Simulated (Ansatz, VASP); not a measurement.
**MoS2 in VASP and in Ansatz**

Contents of INCAR:

```
PREC = Accurate
ENCUT = 520
EDIFF = 1E-8
ISMEAR = -1
SIGMA = 0.05
LREAL = F
LASPH = T
NELM = 100
ALGO = Normal
ISIF = 2
LWAVE = F
LCHARG = F
GGA = PS
LEFG = T
NBANDS = 20
```

Contents of KPOINTS:

```
regular mesh
0
Gamma
  13 13 13
```

Contents of POSCAR:

```
MoS2
1.0
    1.5498703497      0.8948180636      6.1233300000
   -1.5498703497      0.8948180636      6.1233300000
    0.0000000000     -1.7896361271      6.1233300000
Mo S
1 2
Direct
    0.0000000000      0.0000000000      0.0000000000
    0.7484000000      0.7484000000      0.7484000000
    0.5849000000      0.5849000000      0.5849000000
```

Input for Ansatz:

```yaml
crystal:
  lattice:
    - [1.5498703497, 0.8948180636, 6.12333]
    - [-1.5498703497, 0.8948180636, 6.12333]
    - [0.0, -1.7896361271, 6.12333]
  atoms:
    - { symbol: Mo, position: [0.0, 0.0, 0.0] }
    - { symbol: S, position: [0.7484, 0.7484, 0.7484] }
    - { symbol: S, position: [0.5849, 0.5849, 0.5849] }
kpoints:
  mp_grid: { grid: [13, 13, 13] }
scf:
  occupations: { method: fermi_dirac, width: 0.05 }
hamiltonian:
  xc: pbesol
  pseudopotentials: { kind: paw }
output:
  forces: true
  stress: true
  eigenvalues: true
  efg: { contact_densities: true }
  write_density: true
  write_potential: true
  elf: true
  volumetric_format: npy
```

Change from the starting cell: equal xx and yy strain of -2 %, PAW files.

Alike in both runs: task electric field gradients; functional PBEsol; k mesh 13 × 13 × 13; occupations fermi-dirac, width 0.05 eV; no spin polarisation.

```csv
,VASP,Ansatz
version,VASP 6.6.1,Ansatz 0.2.0
potentials or method,"VASP PAW PBE potentials, release 64 (Mo_sv, S)","PAW with Ansatz's default frozen-core files, scalar-relativistic"
plane-wave cutoff (eV),520,420
valence electrons in the cell,26,26
```

```tsv
	VASP	Ansatz	Ansatz less VASP
pressure (GPa)	11.4	11.5	+0.04
traceless stress, the component that is largest in VASP (GPa)	3.35	3.38	+0.033
rms of the force components (eV/Å)	0.718	0.720	+0.0019
size of Vzz on the site where it differs most (V/Å²)	92.1	88.2	-3.89
```

VASP's potentials were made for PBE, not for PBEsol. Atom by atom the forces differ by 0.002 eV/Å (rms over components).
